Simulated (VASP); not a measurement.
# GaN (Fm-3m) in VASP: a series of runs

Aim: see how the results for GaN move with the level of theory and the settings. Levels: PBE, LDA, PBE+D4. Tasks: single point.

All numbers are computed with VASP 6.6.1; they aren't measurements. Logs are shortened: lines on timing, memory, paths and dates and some standing lists are left out, and cuts for length are marked.

## (1) The cell of the first run

Symmetry: Fm-3m, No. 225, cubic system. The conventional cell has a = 4.217 Å, b = 4.217 Å, c = 4.217 Å, α = 90.00°, β = 90.00°, γ = 90.00°. Ga (site symmetry m-3m) has 6 N at 2.11 Å within 2.8 Å. Within 2.8 Å of N (site symmetry m-3m) lie 6 Ga at 2.11 Å.

## (2) Single point, PBE

INCAR

```
PREC = Accurate
ENCUT = 600
EDIFF = 1E-6
ISMEAR = 0
SIGMA = 0.01
LREAL = False
LASPH = True
NELM = 120
ALGO = Normal
ISIF = 2
LWAVE = False
LCHARG = True
GGA = PE
LELF = True
LVHAR = True
NBANDS = 16
GGA_COMPAT = False
```

KPOINTS

```
Automatic mesh
0
Gamma
  4 4 4
```

POSCAR

```
GaN
1.0
    0.0000000000      2.1085152350      2.1085152350
    2.1085152350      0.0000000000      2.1085152350
    2.1085152350      2.1085152350      0.0000000000
Ga N
1 1
Direct
    0.0000000000      0.0000000000      0.0000000000
    0.5000000000      0.5000000000      0.5000000000
```

Potentials or basis: VASP PAW PBE potentials, release 64 (Ga_d, N).

Run with:

```
cat potpaw_PBE.64/Ga_d/POTCAR potpaw_PBE.64/N/POTCAR > POTCAR
mpirun -np 1 vasp_std > vasp.out
```

OUTCAR:

```text
PREC = Accurate
   ENCUT = 600
   EDIFF = 1E-6
   ISMEAR = 0
   LREAL = False
   LASPH = True
   NELM = 120
   ISIF = 2
   GGA = PE

 ion  position               nearest neighbor table
   1  0.000  0.000  0.000-   2 2.11   2 2.11   2 2.11   2 2.11   2 2.11   2 2.11
   2  0.500  0.500  0.500-   1 2.11   1 2.11   1 2.11   1 2.11   1 2.11   1 2.11

  LATTYP: Found a face centered cubic cell.
 ALAT       =     4.2170304700

  Lattice vectors:

 A1 = (   0.0000000000,   2.1085152350,   2.1085152350)
 A2 = (   2.1085152350,   0.0000000000,   2.1085152350)
 A3 = (   2.1085152350,   2.1085152350,   0.0000000000)

Analysis of symmetry for initial positions (statically):
=====================================================================
 Subroutine PRICEL returns:
 Original cell was already a primitive cell.

 Routine SETGRP: Setting up the symmetry group for a
 face centered cubic supercell.

 Subroutine GETGRP returns: Found 48 space group operations
 (whereof 48 operations were pure point group operations)
 out of a pool of 48 trial point group operations.

The static configuration has the point symmetry O_h .

Analysis of symmetry for dynamics (positions and initial velocities):
=====================================================================
 Subroutine PRICEL returns:
 Original cell was already a primitive cell.

 Routine SETGRP: Setting up the symmetry group for a
 face centered cubic supercell.

 Subroutine GETGRP returns: Found 48 space group operations
 (whereof 48 operations were pure point group operations)
 out of a pool of 48 trial point group operations.

The dynamic configuration has the point symmetry O_h .

 Subroutine INISYM returns: Found 48 space group operations
 (whereof 48 operations are pure point group operations),
 and found     1 'primitive' translations

----------------------------------------------------------------------------------------

                                     Primitive cell

  volume of cell :      18.7482

  direct lattice vectors                    reciprocal lattice vectors
     0.000000000  2.108515235  2.108515235    -0.237133691  0.237133691  0.237133691
     2.108515235  0.000000000  2.108515235     0.237133691 -0.237133691  0.237133691
     2.108515235  2.108515235  0.000000000     0.237133691  0.237133691 -0.237133691

  length of vectors
     2.981890842  2.981890842  2.981890842     0.410727601  0.410727601  0.410727601

[... 62 lines left out ...]
   NELM   =    120;   NELMIN=  2; NELMDL= -5     # of ELM steps
   EDIFF  = 0.1E-05   stopping-criterion for ELM
   LREAL  =      F    real-space projection
   EDIFFG = 0.1E-04   stopping-criterion for IOM
   NSW    =      0    number of steps for IOM
   IBRION =     -1    ionic relax: 0-MD 1-quasi-New 2-CG
   NFREE  =      0    steps in history (QN), initial steepest desc. (CG)
   ISIF   =      2    stress and relaxation
   ISYM   =      2    0-nonsym 1-usesym 2-fastsym
   POTIM  = 0.5000    time-step for ionic-motion
   TEBEG  =    0.0;   TEEND  =   0.0 temperature during run
   PSTRESS=    0.0 pullay stress
   NELECT =      18.0000    total number of electrons
   NUPDOWN=      -1.0000    fix difference up-down
   EMIN   =  10.00;   EMAX   =-10.00  energy-range for DOS
   EFERMI =   0.00;   METHOD = LEGACY
   ISMEAR =     0;   SIGMA  =   0.01  broadening in eV -4-tet -1-fermi 0-gaus
   EFERMI_NEDOS =   21; number of points for ismear=-14 and -15
   IALGO  =     38    algorithm
   IMIX   =      4    mixing-type and parameters
     AMIX     =   0.40;   BMIX     =  1.00
     AMIX_MAG =   1.60;   BMIX_MAG =  1.00
  volume/ion in A,a.u.               =       9.37        63.26
  Fermi-wavevector in a.u.,A,eV,Ry     =   1.615024  3.051952 35.488101  2.608302
  Thomas-Fermi vector in A             =   2.709838
   LORBIT       =      0    0 simple, 1 ext, 2 COOP (PROOUT), +10 PAW based schemes
   GGA     = PE    functional components
   LHFCALC =     F    Hartree Fock is set to
   AEXX    =    0.0000 exact exchange contribution
   IVDW    =     0    specifies the selected vdW correction
   LEPSILON=     F    determine dielectric tensor
   LRPA    =     F    only Hartree local field effects (RPA)
 non-spin polarized calculation
 Gauss-broadening in eV      SIGMA  =   0.01
  energy-cutoff  :      600.00
  volume of cell :       18.75
 maximum number of plane-waves:       636
   NGX = 11   NGY = 11   NGZ = 11

 number of electron      18.0000008 magnetization

 Free energy of the ion-electron system (eV)
  ---------------------------------------------------
  ext. energy  EPLUGINS =         0.00000000
  ---------------------------------------------------
  free energy    TOTEN  =       -11.04799833 eV

  energy without entropy =      -11.04799833  energy(sigma->0) =      -11.04799833

 E-fermi :   7.9933     XC(G=0): -13.1092

 val. band max:        7.8988117501   @ k =   0.5000   0.0000   0.0000
 cond. band min:       8.6163278849   @ k =   0.5000   0.5000   0.0000
 fundamental gap:      0.7175161348
 Fermi energy:         7.9933497252

 k-point     1 :       0.0000    0.0000    0.0000
  band No.  band energies     occupation
      1      -9.3360      2.00000
      2      -6.0476      2.00000
      3      -6.0476      2.00000
      4      -6.0476      2.00000
      5      -5.9500      2.00000
      6      -5.9500      2.00000
[... 129 lines left out ...]
      3      -6.0422      2.00000
      4      -6.0263      2.00000
      5      -5.7614      2.00000
      6      -3.1893      2.00000
[... 8 lines left out ...]
     15      26.6781      0.00000
     16      35.8502      0.00000

------------------------ aborting loop because EDIFF is reached ----------------------------------------

  FORCE on cell =-STRESS in cart. coord.  units (eV):
  Direction    XX          YY          ZZ          XY          YZ          ZX
  --------------------------------------------------------------------------------------
  -------------------------------------------------------------------------------------
  Total        0.9615267      0.9615267      0.9615267      0.0000000      0.0000000      0.0000000
  in kB       82.1696981     82.1696981     82.1696981      0.0000000      0.0000000      0.0000000
  external PRESSURE =      82.1696981 kB  Pullay stress =       0.0000000 kB

 VOLUME and BASIS-vectors are now :
 -----------------------------------------------------------------------------
  energy-cutoff  :      600.00
  volume of cell :       18.75
      direct lattice vectors                 reciprocal lattice vectors
     0.000000000  2.108515235  2.108515235    -0.237133691  0.237133691  0.237133691
     2.108515235  0.000000000  2.108515235     0.237133691 -0.237133691  0.237133691
     2.108515235  2.108515235  0.000000000     0.237133691  0.237133691 -0.237133691

 POSITION                                       TOTAL-FORCE (eV/Angst)
 -----------------------------------------------------------------------------------
      0.00000      0.00000      0.00000        -0.000000      0.000000      0.000000
      2.10852      2.10852      2.10852         0.000000     -0.000000     -0.000000
 -----------------------------------------------------------------------------------
    total drift:                                0.000000     -0.000000     -0.000000

  FREE ENERGIE OF THE ION-ELECTRON SYSTEM (eV)
  ---------------------------------------------------
  free  energy   TOTEN  =       -11.0479983299 eV

  energy  without entropy=      -11.0479983299  energy(sigma->0) =      -11.04799833
```

OSZICAR:

```text
N       E                     dE             d eps       ncg     rms          rms(c)
DAV:   1     0.820099007168E+02    0.82010E+02   -0.10238E+04   312   0.238E+03
DAV:   2    -0.804491976081E+01   -0.90055E+02   -0.82483E+02   296   0.341E+02
DAV:   3    -0.129200649416E+02   -0.48751E+01   -0.48526E+01   288   0.688E+01
DAV:   4    -0.129725885308E+02   -0.52524E-01   -0.52520E-01   328   0.766E+00
DAV:   5    -0.129731446578E+02   -0.55613E-03   -0.55613E-03   288   0.708E-01    0.747E+00
DAV:   6    -0.110685672469E+02    0.19046E+01   -0.42307E+00   352   0.407E+01    0.240E+00
DAV:   7    -0.110626205270E+02    0.59467E-02   -0.27782E-01   272   0.528E+00    0.155E+00
DAV:   8    -0.110496065426E+02    0.13014E-01   -0.29061E-02   296   0.236E+00    0.426E-01
DAV:   9    -0.110480201639E+02    0.15864E-02   -0.66276E-03   296   0.209E+00    0.105E-01
DAV:  10    -0.110479895859E+02    0.30578E-04   -0.45924E-04   296   0.282E-01    0.159E-02
DAV:  11    -0.110479964189E+02   -0.68330E-05   -0.40054E-05   320   0.739E-02    0.139E-02
DAV:  12    -0.110479983496E+02   -0.19307E-05   -0.11051E-06   240   0.226E-02    0.106E-03
DAV:  13    -0.110479983299E+02    0.19743E-07   -0.27868E-07   176   0.588E-03
   1 F= -.11047998E+02 E0= -.11047998E+02  d E =-.107990E-41
```

It took 4.5 s on 1 thread of Intel Xeon Platinum 8375C at 2.90GHz (Ice Lake), shared host; peak memory 0.13 GiB.

What came out:

```yaml
Free_energy: -11.0480 eV
Pressure: 8.2 GPa
Band_gap_on_the_k_mesh: 0.72 eV, indirect (least direct gap 2.80 eV)
```

Caveat: the k points lie up to 0.65 Å⁻¹ apart. A k mesh can miss the band edges.

## (3) Single point, LDA

INCAR

```
SYSTEM = GaN
PREC     = Accurate       ! precision mode
ENCUT    = 600            ! plane-wave cutoff, eV
EDIFF    = 1E-6           ! SCF threshold, eV
ISMEAR   = 0              ! smearing method
SIGMA    = 0.01           ! smearing width, eV
LREAL    = .False.        ! projectors in reciprocal space
LASPH    = .True.         ! aspherical terms in the spheres
NELM     = 120            ! most SCF steps
ALGO     = Normal         ! electronic algorithm
ISIF     = 2              ! what is computed and relaxed
LWAVE    = .False.        ! write WAVECAR
LCHARG   = .True.         ! write CHGCAR
GGA      = CA             ! functional
LELF     = .True.         ! ELF
LVHAR    = .True.       
NBANDS   = 16             ! bands
GGA_COMPAT= .False.
```

KPOINTS

```
Automatic mesh
0
Gamma
  4 4 4
  0 0 0
```

POSCAR is that of step 2.

Potentials or basis: VASP PAW LDA potentials, release 64 (Ga_d, N).

Run with:

```
cat potpaw_LDA.64/Ga_d/POTCAR potpaw_LDA.64/N/POTCAR > POTCAR
mpirun -np 1 vasp_std > vasp.out
```

Run time: 3.3 s. Hardware: 1 thread of Intel Xeon Platinum 8375C at 2.90GHz (Ice Lake), shared host; peak memory 0.12 GiB.

The run converged. Its results:

```yaml
Free_energy: -12.9348 eV
Pressure: -5.7 GPa
Band_gap_on_the_k_mesh: 0.53 eV, indirect (least direct gap 2.88 eV)
```

Levels at points of the mesh, in eV from the valence-band top:
| k point | band 7 | band 8 | band 9 | band 10 | band 11 | band 12 |
| --- | --- | --- | --- | --- | --- | --- |
| (0.00, 0.00, 0.00) | -0.36 | -0.36 | -0.36 | 2.52 | 14.78 | 14.78 |
| (0.50, 0.00, 0.00) | -8.28 | 0.00 | 0.00 | 4.80 | 9.00 | 9.00 |
| (0.50, 0.50, 0.00) | -7.11 | -2.96 | -2.96 | 0.53 | 7.85 | 12.00 |

Caveat: the k points lie up to 0.65 Å⁻¹ apart. A k mesh can miss the band edges.

## (4) Single point, PBE+D4

INCAR

```
SYSTEM = GaN
PREC = Accurate
ENCUT = 600
EDIFF = 1E-6
ISMEAR = 0
SIGMA = 0.01
LREAL = .False.
LASPH = .True.
NELM = 120
ALGO = Normal
ISIF = 2
LWAVE = .False.
LCHARG = .False.
GGA = PE
IVDW = 13
NBANDS = 16
GGA_COMPAT = .False.
```

KPOINTS

```
Automatic mesh
0
Gamma
  8 8 8
  0 0 0
```

POSCAR is that of step 3.

Potentials or basis: VASP PAW PBE potentials, release 64 (Ga_d, N).

Run with:

```
cat potpaw_PBE.64/Ga_d/POTCAR potpaw_PBE.64/N/POTCAR > POTCAR
mpirun -np 1 vasp_std > vasp.out
```

Run time: 10 s. Hardware: 1 thread of Intel Xeon Platinum 8375C at 2.90GHz (Ice Lake), shared host; peak memory 0.14 GiB.

The run converged. Its results:

```yaml
Free_energy: -12.1178 eV
Pressure: 1.2 GPa
Band_gap_on_the_k_mesh: 0.65 eV, indirect (least direct gap 2.83 eV)
Dispersion_energy_per_atom: -0.466 eV
```

Levels at points of the mesh, in eV from the valence-band top:
```tsv
k point	band 7	band 8	band 9	band 10	band 11	band 12
(0.00, 0.00, 0.00)	-0.50	-0.50	-0.50	2.33	14.78	14.78
(0.50, 0.00, 0.00)	-8.27	-0.15	-0.15	4.74	9.15	9.15
(0.50, 0.50, 0.00)	-7.16	-3.05	-3.05	0.65	7.85	12.01
```

## (5) Single point, PBE

INCAR

```
SYSTEM = GaN
ALGO = Normal
EDIFF = 1E-6
ENCUT = 600
GGA = PE
GGA_COMPAT = .False.
ISIF = 2
ISMEAR = 1
LASPH = .True.
LCHARG = .False.
LREAL = .False.
LWAVE = .False.
NBANDS = 16
NELM = 120
PREC = Accurate
SIGMA = 0.0933
```

KPOINTS

```
k-points
0
Gamma
  8 8 8
  0 0 0
```

POSCAR is that of step 4.

Run with:

```
cat potpaw_PBE.64/Ga_d/POTCAR potpaw_PBE.64/N/POTCAR > POTCAR
mpirun -np 1 vasp_std > vasp.out
```

Run time: 9.1 s. Hardware: 1 thread of Intel Xeon Platinum 8375C at 2.90GHz (Ice Lake), shared host; peak memory 0.14 GiB.

It converged, with:

```
Free energy            : -11.1854 eV
Pressure               : 8.9 GPa
Band gap on the k mesh : 0.65 eV, indirect (least direct gap 2.83 eV)
```

Levels at points of the mesh, in eV from the valence-band top:
| k point | band 7 | band 8 | band 9 | band 10 | band 11 | band 12 |
| --- | --- | --- | --- | --- | --- | --- |
| (0.00, 0.00, 0.00) | -0.50 | -0.50 | -0.50 | 2.33 | 14.78 | 14.78 |
| (0.50, 0.00, 0.00) | -8.27 | -0.15 | -0.15 | 4.74 | 9.15 | 9.15 |
| (0.50, 0.50, 0.00) | -7.16 | -3.05 | -3.05 | 0.65 | 7.85 | 12.01 |

## (6) Summary

```csv
level,potentials or basis,k mesh,smearing,gap on the mesh (eV),pressure (GPa)
PBE,"VASP PAW PBE potentials, release 64 (Ga_d, N)",4 × 4 × 4,gaussian 0.01 eV,0.72,8.2
LDA,"VASP PAW LDA potentials, release 64 (Ga_d, N)",4 × 4 × 4,gaussian 0.01 eV,0.53,-5.7
PBE+D4,"VASP PAW PBE potentials, release 64 (Ga_d, N)",8 × 8 × 8,gaussian 0.01 eV,0.65,1.2
PBE,"VASP PAW PBE potentials, release 64 (Ga_d, N)",8 × 8 × 8,methfessel-paxton 0.0933 eV,0.65,8.9
```

Alike in all rows: task single point; no spin polarisation; cell as given; cutoff (eV) 600.

Caveats: some runs use coarse meshes.

Absolute energies hang on the potentials; compare differences alone.
